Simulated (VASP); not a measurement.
# NaH (P1) in VASP: single point with PBE

Aim: the single point of NaH with PBE.

Everything below comes from runs of VASP 6.6.1. Logs are shortened: lines on timing, memory, paths and dates and some standing lists are left out, and cuts for length are marked.

## (1) The cell of the first run

The typed cell holds 16 atoms: a = 6.781 Å, b = 6.781 Å, c = 6.781 Å, α = 60.00°, β = 60.00°, γ = 60.00°.

## (2) Single point, PBE

INCAR

```
SYSTEM = NaH
PREC = Accurate
ENCUT = 520
EDIFF = 1E-6
ISMEAR = -1
SIGMA = 0.02
LREAL = Auto
LASPH = .TRUE.
NELM = 80
ALGO = Normal
ISIF = 2
LWAVE = .FALSE.
LCHARG = .TRUE.
GGA = PE
LELF = .TRUE.
LVHAR = .TRUE.
NBANDS = 46
```

KPOINTS

```
Automatic mesh
0
G
  2 2 2
  0 0 0
```

POSCAR

```
NaH
1.0
    0.0000000000      4.7950232845      4.7950232845
    4.7950232845      0.0000000000      4.7950232845
    4.7950232845      4.7950232845      0.0000000000
Na H
8 8
Direct
    0.0078940180      0.0029015500     -0.0083939113
    0.0000228362     -0.0059045594      0.5019188348
   -0.0009617263      0.5080316310     -0.0045675482
   -0.0010889415      0.4997887096      0.5050099564
    0.4983199993     -0.0044035240      0.0060454347
    0.5020634640      0.0065811985      0.4999433491
    0.5050903523      0.5011291619     -0.0085499063
    0.4981292808      0.4902851061      0.5063442565
    0.2356004201      0.2653504320      0.2524743736
    0.2155072955      0.2666165364      0.7483428728
    0.2662791032      0.7705963623      0.2204899616
    0.2567648637      0.7647190185      0.7263807271
    0.7439726125      0.2349365025      0.2592892518
    0.7723930167      0.2402139534      0.7504229461
    0.7351913204      0.7938759155      0.2289841852
    0.7479154505      0.7548876794      0.7564180161
```

Potentials or basis: VASP PAW PBE potentials, release 64 (Na_pv, H).

The run is started by

```sh
$ cat potpaw_PBE.64/Na_pv/POTCAR potpaw_PBE.64/H/POTCAR > POTCAR
$ mpirun -np 1 vasp_std > vasp.out
```

OUTCAR:

```text
SYSTEM = NaH
   PREC = Accurate
   ENCUT = 520
   EDIFF = 1E-6
   ISMEAR = -1
   LREAL = Auto
   LASPH = .TRUE.
   NELM = 80
   ISIF = 2
   GGA = PE

 ion  position               nearest neighbor table
   1  0.008  0.003  0.992-
   2  0.000  0.994  0.502-
   3  0.999  0.508  0.995-
   4  0.999  0.500  0.505-
   5  0.498  0.996  0.006-
   6  0.502  0.007  0.500-
[... 8 lines left out ...]
  15  0.735  0.794  0.229-
  16  0.748  0.755  0.756-

  LATTYP: Found a face centered cubic cell.
 ALAT       =     9.5900465690

  Lattice vectors:

 A1 = (   0.0000000000,   4.7950232845,   4.7950232845)
 A2 = (   4.7950232845,   0.0000000000,   4.7950232845)
 A3 = (   4.7950232845,   4.7950232845,   0.0000000000)

Analysis of symmetry for initial positions (statically):
=====================================================================
 Subroutine PRICEL returns:
 Original cell was already a primitive cell.

 Routine SETGRP: Setting up the symmetry group for a
 face centered cubic supercell.

 Subroutine GETGRP returns: Found  1 space group operations
 (whereof  1 operations were pure point group operations)
 out of a pool of 48 trial point group operations.

The static configuration has the point symmetry C_1 .

Analysis of symmetry for dynamics (positions and initial velocities):
=====================================================================
 Subroutine PRICEL returns:
 Original cell was already a primitive cell.

 Routine SETGRP: Setting up the symmetry group for a
 face centered cubic supercell.

 Subroutine GETGRP returns: Found  1 space group operations
 (whereof  1 operations were pure point group operations)
 out of a pool of 48 trial point group operations.

The dynamic configuration has the point symmetry C_1 .

 Subroutine INISYM returns: Found  1 space group operations
 (whereof  1 operations are pure point group operations),
 and found     1 'primitive' translations

----------------------------------------------------------------------------------------

                                     Primitive cell

  volume of cell :     220.4967

  direct lattice vectors                    reciprocal lattice vectors
     0.000000000  4.795023285  4.795023285    -0.104274780  0.104274780  0.104274780
     4.795023285  0.000000000  4.795023285     0.104274780 -0.104274780  0.104274780
     4.795023285  4.795023285  0.000000000     0.104274780  0.104274780 -0.104274780

  length of vectors
     6.781186961  6.781186961  6.781186961     0.180609218  0.180609218  0.180609218

  position of ions in fractional coordinates (direct lattice)
     0.007894018  0.002901550  0.991606089
     0.000022836  0.994095441  0.501918835
     0.999038274  0.508031631  0.995432452
     0.998911058  0.499788710  0.505009956
     0.498319999  0.995596476  0.006045435
     0.502063464  0.006581199  0.499943349
[... 8 lines left out ...]
     0.735191320  0.793875916  0.228984185
     0.747915451  0.754887679  0.756418016

  ion indices of the primitive-cell ions
   primitive index   ion index
                 1           1
                 2           2
                 3           3
                 4           4
                 5           5
                 6           6
[... 8 lines left out ...]
                15          15
                16          16

----------------------------------------------------------------------------------------

 KPOINTS: Automatic mesh

Automatic generation of k-mesh.
 Grid dimensions read from file:
 generate k-points for:    2    2    2

 Generating k-lattice:

  Cartesian coordinates                     Fractional coordinates (reciprocal lattice)
    -0.052137390  0.052137390  0.052137390     0.500000000  0.000000000  0.000000000
     0.052137390 -0.052137390  0.052137390     0.000000000  0.500000000  0.000000000
     0.052137390  0.052137390 -0.052137390     0.000000000  0.000000000  0.500000000

  Length of vectors
     0.090304609  0.090304609  0.090304609

  Shift w.r.t. Gamma in fractional coordinates (k-lattice)
     0.000000000  0.000000000  0.000000000

 Subroutine IBZKPT returns following result:
 ===========================================

 Found      8 irreducible k-points:

 Following reciprocal coordinates:
            Coordinates               Weight
  0.000000  0.000000  0.000000      1.000000
  0.500000  0.000000  0.000000      1.000000
  0.000000  0.500000  0.000000      1.000000
  0.000000  0.000000  0.500000      1.000000
  0.500000  0.500000  0.500000      1.000000
  0.500000  0.500000  0.000000      1.000000
  0.000000  0.500000  0.500000      1.000000
  0.500000  0.000000  0.500000      1.000000
   k-points           NKPTS =      8   k-points in BZ     NKDIM =      8   number of bands    NBANDS=     46
   number of dos      NEDOS =    301   number of ions     NIONS =     16
   total plane-waves  NPLWV = 125000
   dimension x,y,z NGX =    50 NGY =   50 NGZ =   50
   dimension x,y,z NGXF=   100 NGYF=  100 NGZF=  100
   ions per type =               8   8
   NGX,Y,Z   is equivalent  to a cutoff of  12.26, 12.26, 12.26 a.u.
   NGXF,Y,Z  is equivalent  to a cutoff of  24.52, 24.52, 24.52 a.u.
 SYSTEM =  NaH
   PREC   = accura    normal or accurate (medium, high low for compatibility)
   ISTART =      0    job   : 0-new  1-cont  2-samecut
   ICHARG =      2    charge: 1-file 2-atom 10-const
   ISPIN  =      1    spin polarized calculation?
   LNONCOLLINEAR =      F non collinear calculations
   LSORBIT =      F    spin-orbit coupling
   LASPH  =      T    aspherical Exc in radial PAW
   ENCUT  =  520.0 eV  38.22 Ry    6.18 a.u.  12.61 12.61 12.61*2*pi/ulx,y,z
   NELM   =     80;   NELMIN=  2; NELMDL= -5     # of ELM steps
   EDIFF  = 0.1E-05   stopping-criterion for ELM
   LREAL  =      T    real-space projection
   EDIFFG = 0.1E-04   stopping-criterion for IOM
   NSW    =      0    number of steps for IOM
   IBRION =     -1    ionic relax: 0-MD 1-quasi-New 2-CG
   NFREE  =      0    steps in history (QN), initial steepest desc. (CG)
   ISIF   =      2    stress and relaxation
   ISYM   =      2    0-nonsym 1-usesym 2-fastsym
   POTIM  = 0.5000    time-step for ionic-motion
   TEBEG  =    0.0;   TEEND  =   0.0 temperature during run
   PSTRESS=    0.0 pullay stress
   NELECT =      64.0000    total number of electrons
   NUPDOWN=      -1.0000    fix difference up-down
   EMIN   =  10.00;   EMAX   =-10.00  energy-range for DOS
   EFERMI =   0.00;   METHOD = LEGACY
   ISMEAR =    -1;   SIGMA  =   0.02  broadening in eV -4-tet -1-fermi 0-gaus
   EFERMI_NEDOS =   21; number of points for ismear=-14 and -15
   IALGO  =     38    algorithm
   IMIX   =      4    mixing-type and parameters
     AMIX     =   0.40;   BMIX     =  1.00
     AMIX_MAG =   1.60;   BMIX_MAG =  1.00
  volume/ion in A,a.u.               =      13.78        93.00
  Fermi-wavevector in a.u.,A,eV,Ry     =   1.083929  2.048328 15.985508  1.174902
  Thomas-Fermi vector in A             =   2.220007
   LORBIT       =      0    0 simple, 1 ext, 2 COOP (PROOUT), +10 PAW based schemes
   GGA     = PE    functional components
   LHFCALC =     F    Hartree Fock is set to
   AEXX    =    0.0000 exact exchange contribution
   IVDW    =     0    specifies the selected vdW correction
   LEPSILON=     F    determine dielectric tensor
   LRPA    =     F    only Hartree local field effects (RPA)
 non-spin polarized calculation
  energy-cutoff  :      520.00
  volume of cell :      220.50
 maximum number of plane-waves:      5961
   NGX = 25   NGY = 25   NGZ = 25

 number of electron      63.9999988 magnetization

 Free energy of the ion-electron system (eV)
  ---------------------------------------------------
  ext. energy  EPLUGINS =         0.00000000
  ---------------------------------------------------
  free energy    TOTEN  =       -40.48366042 eV

  energy without entropy =      -40.48366042  energy(sigma->0) =      -40.48366042

 E-fermi :  -0.4779     XC(G=0):  -7.8449

 val. band max:       -0.9869019834   @ k =   0.0000   0.5000   0.5000
 cond. band min:       2.7402626472   @ k =   0.0000   0.0000   0.0000
 fundamental gap:      3.7271646307
 Fermi energy:        -0.4778699707

 k-point     1 :       0.0000    0.0000    0.0000
  band No.  band energies     occupation
      1     -23.3961      2.00000
      2     -23.3914      2.00000
      3     -23.3761      2.00000
      4     -23.2576      2.00000
      5     -23.2417      2.00000
      6     -23.2374      2.00000
[... 36 lines left out ...]
     43       9.1305      0.00000
     44       9.4725      0.00000

 k-point     2 :       0.5000    0.0000    0.0000
  band No.  band energies     occupation
      1     -23.3911      2.00000
      2     -23.3883      2.00000
      3     -23.3726      2.00000
      4     -23.2487      2.00000
      5     -23.2386      2.00000
      6     -23.2306      2.00000
[... 36 lines left out ...]
     43       6.8575      0.00000
     44       6.9092      0.00000

 k-point     3 :       0.0000    0.5000    0.0000
  band No.  band energies     occupation
      1     -23.3944      2.00000
      2     -23.3894      2.00000
      3     -23.3720      2.00000
      4     -23.2551      2.00000
      5     -23.2385      2.00000
      6     -23.2298      2.00000
[... 36 lines left out ...]
     43       6.7800      0.00000
     44       6.8676      0.00000

 k-point     4 :       0.0000    0.0000    0.5000
  band No.  band energies     occupation
      1     -23.3922      2.00000
      2     -23.3863      2.00000
      3     -23.3729      2.00000
      4     -23.2586      2.00000
      5     -23.2359      2.00000
      6     -23.2325      2.00000
[... 36 lines left out ...]
     43       6.8063      0.00000
     44       6.9472      0.00000

 k-point     5 :       0.5000    0.5000    0.5000
  band No.  band energies     occupation
      1     -23.3936      2.00000
      2     -23.3866      2.00000
      3     -23.3727      2.00000
      4     -23.2435      2.00000
      5     -23.2338      2.00000
      6     -23.2268      2.00000
[... 36 lines left out ...]
     43       6.8082      0.00000
     44       6.8468      0.00000

 k-point     6 :       0.5000    0.5000    0.0000
  band No.  band energies     occupation
      1     -23.3893      2.00000
      2     -23.3880      2.00000
      3     -23.3725      2.00000
      4     -23.2468      2.00000
      5     -23.2368      2.00000
      6     -23.2302      2.00000
[... 36 lines left out ...]
     43       6.4661      0.00000
     44       6.5282      0.00000

 k-point     7 :       0.0000    0.5000    0.5000
  band No.  band energies     occupation
      1     -23.3916      2.00000
      2     -23.3871      2.00000
      3     -23.3700      2.00000
      4     -23.2572      2.00000
      5     -23.2349      2.00000
      6     -23.2318      2.00000
[... 36 lines left out ...]
     43       6.4732      0.00000
     44       6.4926      0.00000

 k-point     8 :       0.5000    0.0000    0.5000
  band No.  band energies     occupation
      1     -23.3927      2.00000
      2     -23.3849      2.00000
      3     -23.3725      2.00000
      4     -23.2427      2.00000
      5     -23.2315      2.00000
      6     -23.2239      2.00000
[... 36 lines left out ...]
     43       6.4670      0.00000
     44       6.5414      0.00000
 [bands above 44 left out]

------------------------ aborting loop because EDIFF is reached ----------------------------------------

  FORCE on cell =-STRESS in cart. coord.  units (eV):
  Direction    XX          YY          ZZ          XY          YZ          ZX
  --------------------------------------------------------------------------------------
  -------------------------------------------------------------------------------------
  Total        0.7249165      1.1500073      1.2471116      0.0889260      0.0624284      0.0054460
  in kB        5.2674014      8.3562036      9.0617847      0.6461559      0.4536187      0.0395716
  external PRESSURE =       7.5617966 kB  Pullay stress =       0.0000000 kB

 VOLUME and BASIS-vectors are now :
 -----------------------------------------------------------------------------
  energy-cutoff  :      520.00
  volume of cell :      220.50
      direct lattice vectors                 reciprocal lattice vectors
     0.000000000  4.795023285  4.795023285    -0.104274780  0.104274780  0.104274780
     4.795023285  0.000000000  4.795023285     0.104274780 -0.104274780  0.104274780
     4.795023285  4.795023285  0.000000000     0.104274780  0.104274780 -0.104274780

 POSITION                                       TOTAL-FORCE (eV/Angst)
 -----------------------------------------------------------------------------------
      4.76869      4.79263      0.05176         0.051576     -0.012076     -0.096283
      7.17342      2.40682      4.76682         0.012848     -0.041672      0.149657
      7.20915      9.56353      7.22644         0.084706      0.040331     -0.073942
      4.81803      7.21134      7.18630        -0.049666     -0.211118      0.059247
      4.80290      2.41844      7.16336         0.088778     -0.056408      0.159311
      2.42880      4.80465      2.43896        -0.066967     -0.123765     -0.096616
[... 8 lines left out ...]
      4.90464      4.62324      7.33191        -0.193490      0.356199     -0.201657
      7.24675      7.21331      7.20598        -0.100079     -0.064620      0.004586
 -----------------------------------------------------------------------------------
    total drift:                                0.001335      0.000432     -0.000299

  FREE ENERGIE OF THE ION-ELECTRON SYSTEM (eV)
  ---------------------------------------------------
  free  energy   TOTEN  =       -40.4836604154 eV

  energy  without entropy=      -40.4836604154  energy(sigma->0) =      -40.48366042
```

It took 4.5 min on 1 thread of Intel Xeon 8259CL, shared host; peak memory 0.35 GiB.

What came out:

| Item | Value |
| --- | --- |
| Free energy | -40.4837 eV |
| Pressure | 0.8 GPa |
| Largest force | 0.453 eV/Å |
| Band gap on the k mesh | 3.73 eV (least direct gap 3.91 eV) |

Forces on the atoms (eV/Å):
```
Na   0.052 -0.012 -0.096
Na   0.013 -0.042  0.150
Na   0.085  0.040 -0.074
Na  -0.050 -0.211  0.059
Na   0.089 -0.056  0.159
Na  -0.067 -0.124 -0.097
Na   0.045  0.054 -0.053
Na   0.001 -0.078  0.165
H   -0.091 -0.057  0.079
H   -0.055  0.316  0.282
H    0.035  0.088 -0.341
H   -0.034  0.161 -0.147
H    0.168 -0.023  0.216
H    0.103 -0.347 -0.107
H   -0.193  0.356 -0.202
H   -0.100 -0.065  0.005
```

Stress tensor (GPa, compression positive):
```
0.53 0.06 0.00
0.06 0.84 0.05
0.00 0.05 0.91
```

Caveat: the k points lie up to 0.57 Å⁻¹ apart; the atoms stand as in a frame of molecular dynamics.
